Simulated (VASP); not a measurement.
Wanted: the native input for a VASP 6.6.1 run.

```yaml
Task: single point
Functional: LDA
Potentials_or_basis: VASP PAW LDA potentials, release 64 (Na_pv, Hg)
Cutoff: 500 eV
k_mesh: 3 × 3 × 4
Occupations: fermi-dirac, width 0.1 eV
Spin: no spin polarisation
Dipole_correction: no
Further_INCAR_settings: ALGO = Normal; EDIFF = 1e-06; NBANDS = 22
```

The structure of NaHg2 lies in POSCAR:

```
NaHg2
1.0
    5.0290000000      0.0000000000      0.0000000000
   -2.5145000000      4.3552417556      0.0000000000
    0.0000000000      0.0000000000      3.2304000000
Na Hg
1 2
Direct
    0.0000000000      0.0000000000      0.0000000000
    0.3333333333      0.6666666667      0.5000000000
    0.6666666667      0.3333333333      0.5000000000
```

One way to write it, as run:

INCAR

```
SYSTEM = NaHg2
PREC = Accurate
ENCUT = 500
EDIFF = 1E-6
ISMEAR = -1
SIGMA = 0.1
LREAL = .FALSE.
LASPH = .TRUE.
NELM = 120
ALGO = Normal
ISIF = 2
LWAVE = .FALSE.
LCHARG = .TRUE.
LELF = .TRUE.
LVHAR = .TRUE.
NBANDS = 22
GGA_COMPAT = .FALSE.
```

KPOINTS

```
Automatic mesh
0
G
  3 3 4
  0 0 0
```

Potentials or basis: VASP PAW LDA potentials, release 64 (Na_pv, Hg).

Run with:

```console
$ cat potpaw_LDA.64/Na_pv/POTCAR potpaw_LDA.64/Hg/POTCAR > POTCAR
$ mpirun -np 1 vasp_std > vasp.out
```

It gave:

```
Pressure               : -2.5 GPa
Band gap on the k mesh : zero (an odd number of electrons rules out a gap without spin polarisation)
```

Caveat: the k points lie up to 0.49 Å⁻¹ apart, too coarse for converged energies and pressures of a metal; spin-orbit coupling is left out, which moves the levels of the heavy elements.

Run time: 5.3 s on 1 thread of Intel(R) Xeon(R) 6975P-C (Granite Rapids) (shared host), peak memory 0.16 GiB.
